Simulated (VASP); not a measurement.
Runs of VASP 6.6.1 on Au. The structure is that of space group P6_3/mmc (No. 194), or close to it. The cells are those of the table. 

```tsv
task	cell	k mesh	cutoff (eV)	gap on the mesh (eV)	pressure (GPa)	relaxed volume (Å³/atom)
single point	a = 3.213, b = 3.213, c = 8.751 Å, angles 90.0, 90.0, 120.0°, 4 atoms	6 × 6 × 2	500	none	299.5	-
relaxation of cell and atoms	relaxed from a = 2.868, b = 2.868, c = 10.562 Å, angles 90.0, 90.0, 120.0°, 4 atoms	18 × 18 × 6	600	none	0.0	(a)
relaxation of cell and atoms	relaxed from a = 3.213, b = 3.213, c = 8.751 Å, angles 90.0, 90.0, 120.0°, 4 atoms	6 × 6 × 2	500	none	0.0	24.06
single point	a = 4.639, b = 4.639, c = 5.188 Å, angles 90.0, 90.0, 120.0°, 4 atoms	6 × 6 × 2	500	none	-0.1	-
```

Alike in all rows: level PBE; potentials or basis VASP PAW PBE potentials, release 64 (Au); no spin polarisation; smearing gaussian 0.1 eV.

Question: Fill in the values left out.

Answer: (a) 18.74.

Caveats: some runs use coarse meshes; spin-orbit coupling is left out, which moves the levels of the heavy elements; the volume moved by over 15 % at a fixed basis, so the end points are rough (some runs).

A k mesh can miss the band edges, and the runs leave out spin-orbit coupling on Au.

A gap of «none» marks levels without a gap at the run's occupations.
